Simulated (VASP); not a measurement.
# Ta (P6_3/mmc) in VASP: further runs, part 2 of 2

VASP 6.6.1. Earlier steps stand in the parts before.

## (3) Single point, r2SCAN

This run uses another cell than the first one, of 18.49 Å³/atom, 1.004 times its volume.

Contents of POSCAR:

```
Ta
1.0
    2.8899414820      0.0000000000      0.0000000000
   -1.4449707410      2.5027627388      0.0000000000
    0.0000000000      0.0000000000      5.1115052517
Ta
2
Direct
    0.3333333333      0.6666666667      0.7500000000
    0.6666666667      0.3333333333      0.2500000000
```

Contents of INCAR.step1:

```
ALGO = Normal ; EDIFF = 1E-4
ENCUT = 520 ; GGA = PE
ISMEAR = 0 ; LASPH = T
LCHARG = F ; LREAL = F
LWAVE = T ; NBANDS = 18
NELM = 60 ; PREC = Accurate
SIGMA = 0.05
```

Contents of INCAR.step2:

```
ALGO = Normal ; EDIFF = 1E-6
ENCUT = 520 ; ISIF = 2
ISMEAR = 0 ; ISTART = 1
LASPH = T ; LCHARG = T
LELF = T ; LMIXTAU = T
LREAL = F ; LVHAR = T
LWAVE = F ; METAGGA = R2SCAN
NBANDS = 18 ; NELM = 60
PREC = Accurate ; SIGMA = 0.05
```

Contents of KPOINTS:

```
k-points
0
Gamma
  16 16 8
```

Potentials or basis: VASP PAW PBE potentials, release 64 (Ta_pv).

Run with:

```bash
$ cat potpaw_PBE.64/Ta_pv/POTCAR > POTCAR
$ cp INCAR.step1 INCAR
$ mpirun -np 1 vasp_std > vasp.out
$ cp INCAR.step2 INCAR
$ mpirun -np 1 vasp_std > vasp.out
```

It took 3.1 min on 1 thread of Intel Xeon Platinum 8488C (Sapphire Rapids), shared host; peak memory 0.23 GiB.

The run converged. Its results:

```yaml
Free_energy: -96.5588 eV
Pressure: 0.5 GPa
Band_gap_on_the_k_mesh: zero (band 11 reaches 7.04 eV, above the bottom of band 12 at 4.80 eV)
```

Stress tensor (GPa, compression positive):
```
0.50 0.00 0.00
0.00 0.50 0.00
0.00 0.00 0.64
```

Levels at points of the mesh, in eV from the Fermi level:
| k point | band 8 | band 9 | band 10 | band 11 | band 12 | band 13 | band 14 | band 15 |
| --- | --- | --- | --- | --- | --- | --- | --- | --- |
| (0.00, 0.00, 0.00) | -5.19 | -0.53 | -0.24 | 0.69 | 0.69 | 1.30 | 1.30 | 3.26 |
| (0.50, 0.00, 0.00) | -4.09 | -3.51 | -0.62 | -0.29 | 0.57 | 1.01 | 6.04 | 6.77 |
| (0.00, 0.00, 0.50) | -6.72 | -1.27 | -1.27 | 0.74 | 0.74 | 0.74 | 0.74 | 4.81 |
| (0.50, 0.00, 0.50) | -4.57 | -2.41 | -2.41 | 1.46 | 1.46 | 2.87 | 2.87 | 5.93 |

Caveat: the PAW data sets were made with another functional, which shifts forces and pressure a little; spin-orbit coupling is left out, which moves the levels of the heavy elements.

## (4) Single point, r2SCAN

This run uses another cell than the first one, of 18.49 Å³/atom, 1.004 times its volume.

POSCAR is that of step 3.

Contents of INCAR.step1:

```
SYSTEM = Ta
PREC     = Accurate       ! precision mode
ENCUT    = 520            ! plane-wave cutoff, eV
ISMEAR   = 0              ! smearing method
SIGMA    = 0.05           ! smearing width, eV
LREAL    = .False.        ! projectors in reciprocal space
LASPH    = .True.         ! aspherical terms in the spheres
NELM     = 80             ! most SCF steps
NBANDS   = 18             ! bands
GGA      = PE             ! functional
ALGO     = Normal         ! electronic algorithm
EDIFF    = 1E-4           ! SCF threshold, eV
LWAVE    = .True.         ! write WAVECAR
LCHARG   = .False.        ! write CHGCAR
```

Contents of INCAR.step2:

```
SYSTEM = Ta
PREC     = Accurate       ! precision mode
ENCUT    = 520            ! plane-wave cutoff, eV
EDIFF    = 1E-7           ! SCF threshold, eV
ISMEAR   = 0              ! smearing method
SIGMA    = 0.05           ! smearing width, eV
LREAL    = .False.        ! projectors in reciprocal space
LASPH    = .True.         ! aspherical terms in the spheres
NELM     = 80             ! most SCF steps
ALGO     = Normal         ! electronic algorithm
ISIF     = 2              ! what is computed and relaxed
LWAVE    = .False.        ! write WAVECAR
LCHARG   = .True.         ! write CHGCAR
METAGGA  = R2SCAN         ! meta-GGA
LMIXTAU  = .True.       
LELF     = .True.         ! ELF
LVHAR    = .True.       
NBANDS   = 18             ! bands
ISTART   = 1
```

Contents of KPOINTS:

```
Automatic mesh
0
Gamma
  16 16 8
  0 0 0
```

Potentials or basis: VASP PAW PBE potentials, release 64 (Ta_pv).

Run with:

```bash
$ cat potpaw_PBE.64/Ta_pv/POTCAR > POTCAR
$ cp INCAR.step1 INCAR
$ mpirun -np 1 vasp_std > vasp.out
$ cp INCAR.step2 INCAR
$ mpirun -np 1 vasp_std > vasp.out
```

OUTCAR:

```text
SYSTEM = Ta
   PREC = Accurate
   ENCUT = 520
   EDIFF = 1E-7
   ISMEAR = 0
   LREAL = .False.
   LASPH = .True.
   NELM = 80
   ISIF = 2
   METAGGA = R2SCAN
   ISTART = 1

 ion  position               nearest neighbor table
   1  0.333  0.667  0.750-   2 3.05   2 3.05   2 3.05   2 3.05   2 3.05   2 3.05
   2  0.667  0.333  0.250-   1 3.05   1 3.05   1 3.05   1 3.05   1 3.05   1 3.05

  LATTYP: Found a hexagonal cell.
 ALAT       =     2.8899414820
 C/A-ratio  =     1.7687227522

  Lattice vectors:

[... 694 lines left out ...]
------------------------ aborting loop because EDIFF is reached ----------------------------------------

  FORCE on cell =-STRESS in cart. coord.  units (eV):
  Direction    XX          YY          ZZ          XY          YZ          ZX
  --------------------------------------------------------------------------------------
  -------------------------------------------------------------------------------------
  Total        0.1154613      0.1154613      0.1482987      0.0000000     -0.0000000      0.0000000
  in kB        5.0036786      5.0036786      6.4267332      0.0000000     -0.0000000      0.0000000
  external PRESSURE =       5.4780301 kB  Pullay stress =       0.0000000 kB

 VOLUME and BASIS-vectors are now :
 -----------------------------------------------------------------------------
  energy-cutoff  :      520.00
  volume of cell :       36.97
      direct lattice vectors                 reciprocal lattice vectors
     2.889941482  0.000000000  0.000000000     0.346027768  0.199779225  0.000000000
    -1.444970741  2.502762739  0.000000000     0.000000000  0.399558450  0.000000000
     0.000000000  0.000000000  5.111505252     0.000000000  0.000000000  0.195637087

 POSITION                                       TOTAL-FORCE (eV/Angst)
 -----------------------------------------------------------------------------------
     -0.00000      1.66851      3.83363        -0.000000      0.000000      0.000000
      1.44497      0.83425      1.27788         0.000000      0.000000      0.000000
 -----------------------------------------------------------------------------------
    total drift:                               -0.000000      0.000000     -0.000000

  FREE ENERGIE OF THE ION-ELECTRON SYSTEM (eV)
  ---------------------------------------------------
  free  energy   TOTEN  =       -96.5588034791 eV

  energy  without entropy=      -96.5561722763  energy(sigma->0) =      -96.55748788
```

OUTCAR.step1:

```text
SYSTEM = Ta
   PREC = Accurate
   ENCUT = 520
   ISMEAR = 0
   LREAL = .False.
   LASPH = .True.
[... 729 lines left out ...]
     -0.00000      1.66851      3.83363        -0.000000     -0.000000      0.000000
      1.44497      0.83425      1.27788         0.000000      0.000000      0.000000
 -----------------------------------------------------------------------------------
    total drift:                               -0.000000      0.000000     -0.000000

  FREE ENERGIE OF THE ION-ELECTRON SYSTEM (eV)
  ---------------------------------------------------
  free  energy   TOTEN  =       -23.0643102768 eV

  energy  without entropy=      -23.0613077613  energy(sigma->0) =      -23.06280902
```

Run time: 4.2 min. Hardware: 1 thread of Intel Xeon Platinum 8488C (Sapphire Rapids), shared host; peak memory 0.23 GiB.

Results:

```yaml
Free_energy: -96.5588 eV
Pressure: 0.5 GPa
Band_gap_on_the_k_mesh: zero (band 11 reaches 7.04 eV, above the bottom of band 12 at 4.80 eV)
```

Levels at points of the mesh, in eV from the Fermi level:
```csv
k point,band 8,band 9,band 10,band 11,band 12,band 13,band 14,band 15
"(0.00, 0.00, 0.00)",-5.19,-0.53,-0.24,0.69,0.69,1.30,1.30,3.26
"(0.50, 0.00, 0.00)",-4.09,-3.51,-0.62,-0.29,0.57,1.01,6.04,6.77
"(0.00, 0.00, 0.50)",-6.72,-1.27,-1.27,0.74,0.74,0.74,0.74,4.81
"(0.50, 0.00, 0.50)",-4.57,-2.41,-2.41,1.46,1.46,2.87,2.87,5.93
```

Caveat: the PAW data sets were made with another functional, which shifts forces and pressure a little; spin-orbit coupling is left out, which moves the levels of the heavy elements.
